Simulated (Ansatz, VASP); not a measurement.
**One calculation of Ru, two programs**

```
Ru
1.0
     2.60275    0.00000    0.00000
    -1.30138    2.25405    0.00000
     0.00000    0.00000    4.13105
Ru
2
Direct
  0.33333 0.66667 0.25000
  0.66667 0.33333 0.75000
```

Change from the starting cell: volume scaled by 0.88, PAW files.

Alike in both runs: task single point; functional PBE; k mesh 18 × 18 × 10; occupations fermi-dirac, width 0.08 eV; no spin polarisation.

|  | VASP | Ansatz |
| --- | --- | --- |
| version | VASP 6.6.1 | Ansatz 0.2.0 |
| potentials or method | VASP PAW PBE potentials, release 64 (Ru_pv) | PAW with Ansatz's default frozen-core files, scalar-relativistic |
| plane-wave cutoff (eV) | 520 | 420 |
| valence electrons in the cell | 28 | 32 |

|  | VASP | Ansatz | Ansatz less VASP |
| --- | --- | --- | --- |
| pressure (GPa) | 54.2 | 54.1 | -0.14 |

Both programs put the cell under a high pressure, so it lies far from rest at this level. With one functional, cell and mesh, what is left measures potentials, basis and numerics. VASP's potentials hold 28 valence electrons a cell and Ansatz's 32, so a difference there can come from the potentials and not from the codes.
